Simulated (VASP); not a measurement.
Wanted: the native input for a VASP 6.6.1 run.

- Task: single point
- Functional: PBE
- Potentials or basis: VASP PAW PBE potentials, release 64 (Hf_pv, Rh_pv)
- Cutoff: 520 eV
- k mesh: 4 × 4 × 4
- Occupations: gaussian, width 0.1 eV
- Spin: no spin polarisation
- Dipole correction: no
- Further INCAR settings: ALGO = Fast; EDIFF = 1e-07; NBANDS = 30

The structure of Hf3Rh lies in POSCAR:

```
Hf3Rh
1.0
    4.1194252475      0.0000000000      0.0000000000
    0.0000000000      4.1194252475      0.0000000000
    0.0000000000      0.0000000000      4.1194252475
Hf Rh
3 1
Direct
    0.0000000000      0.5000000000      0.5000000000
    0.5000000000      0.0000000000      0.5000000000
    0.5000000000      0.5000000000      0.0000000000
    0.0000000000      0.0000000000      0.0000000000
```

One way to write it, as run:

INCAR

```
PREC     = Accurate       # precision mode
ENCUT    = 520            # plane-wave cutoff, eV
EDIFF    = 1E-7           # SCF threshold, eV
ISMEAR   = 0              # smearing method
SIGMA    = 0.1            # smearing width, eV
LREAL    = False          # projectors in reciprocal space
LASPH    = True           # aspherical terms in the spheres
NELM     = 80             # most SCF steps
ALGO     = Fast           # electronic algorithm
ISIF     = 2              # what is computed and relaxed
LWAVE    = False          # write WAVECAR
LCHARG   = False          # write CHGCAR
GGA      = PE             # functional
NBANDS   = 30             # bands
```

KPOINTS

```
Automatic mesh
0
Gamma
  4 4 4
```

Potentials or basis: VASP PAW PBE potentials, release 64 (Hf_pv, Rh_pv).

Launch:

```sh
$ cat potpaw_PBE.64/Hf_pv/POTCAR potpaw_PBE.64/Rh_pv/POTCAR > POTCAR
$ mpirun -np 1 vasp_std > vasp.out
```

It gave:

The pressure is 20.9 GPa and the band gap on the k mesh is zero (an odd number of electrons rules out a gap without spin polarisation).

Caveat: the k points lie up to 0.38 Å⁻¹ apart, too coarse for converged energies and pressures of a metal; spin-orbit coupling is left out, which moves the levels of the heavy elements.

Run time: 45 s on 1 thread of Oxide Virtual Turin-like Processor, with other jobs on the host, peak memory 0.15 GiB.
